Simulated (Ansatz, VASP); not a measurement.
## One calculation of BaTiO3, two programs

Contents of INCAR:

```
SYSTEM = BaTiO3
PREC = Accurate
ENCUT = 520
EDIFF = 1E-6
ISMEAR = 0
SIGMA = 0.05
LREAL = .False.
LASPH = .True.
NELM = 80
ALGO = Normal
ISIF = 2
LWAVE = .False.
LCHARG = .False.
GGA = PE
NBANDS = 28
```

Contents of KPOINTS:

```
Automatic mesh
0
Gamma
  8 8 6
  0 0 0
```

The input POSCAR:

```
BaTiO3
1.0
    4.1049142711      0.0000000000      0.0000000000
    0.0000000000      4.1049142711      0.0000000000
    0.0000000000      0.0000000000      4.2648343547
Ba Ti O
1 1 3
Direct
    0.0000000000      0.0000000000      0.9863187693
    0.5000000000      0.5000000000      0.4690806688
    0.5000000000      0.5000000000      0.0378497747
    0.5000000000      0.0000000000      0.5173753936
    0.0000000000      0.5000000000      0.5173753936
```

Input for Ansatz:

```yaml
crystal:
  lattice:
    - [4.1049142711, 0.0, 0.0]
    - [0.0, 4.1049142711, 0.0]
    - [0.0, 0.0, 4.2648343547]
  atoms:
    - { symbol: Ba, position: [0.0, 0.0, 0.9863187693] }
    - { symbol: Ti, position: [0.5, 0.5, 0.4690806688] }
    - { symbol: O, position: [0.5, 0.5, 0.0378497747] }
    - { symbol: O, position: [0.5, 0.0, 0.5173753936] }
    - { symbol: O, position: [0.0, 0.5, 0.5173753936] }
basis:
  ecutwfc: 420
kpoints:
  mp_grid: { grid: [8, 8, 6] }
hamiltonian:
  xc: pbe
scf:
  occupations: { method: gaussian, width: 0.05 }
output:
  forces: true
  stress: true
  eigenvalues: true
```

Change from the starting cell: strain +0.030 along x and y, +0.015 along z, atoms carried along.

Alike in both runs: task single point; functional PBE; k mesh 8 × 8 × 6; occupations gaussian, width 0.05 eV; no spin polarisation.

|  | VASP | Ansatz |
| --- | --- | --- |
| version | VASP 6.6.1 | Ansatz 0.2.0 |
| potentials or method | VASP PAW PBE potentials, release 64 (Ba_sv, Ti_sv, O), cutoff 520 eV | scalar-relativistic, plane waves, PAW |
| valence electrons in the cell | 40 | 40 |

Ansatz gave:

```
gap on the k mesh at the Fermi level (eV)                     : 1.69
least direct gap on the mesh (eV)                             : 2.21
pressure (GPa)                                                : -9.7
traceless stress, the component that is largest in VASP (GPa) : 1.37
rms of the force components (eV/Å)                            : 0.222
```

Problem. Which values does VASP return?

Solution. gap on the k mesh at the Fermi level (eV): 1.64; least direct gap on the mesh (eV): 2.18; pressure (GPa): -8.5; traceless stress, the component that is largest in VASP (GPa): 1.45; rms of the force components (eV/Å): 0.191.

Atom by atom the forces differ by 0.034 eV/Å (rms over components).

Spin-orbit coupling is off throughout.
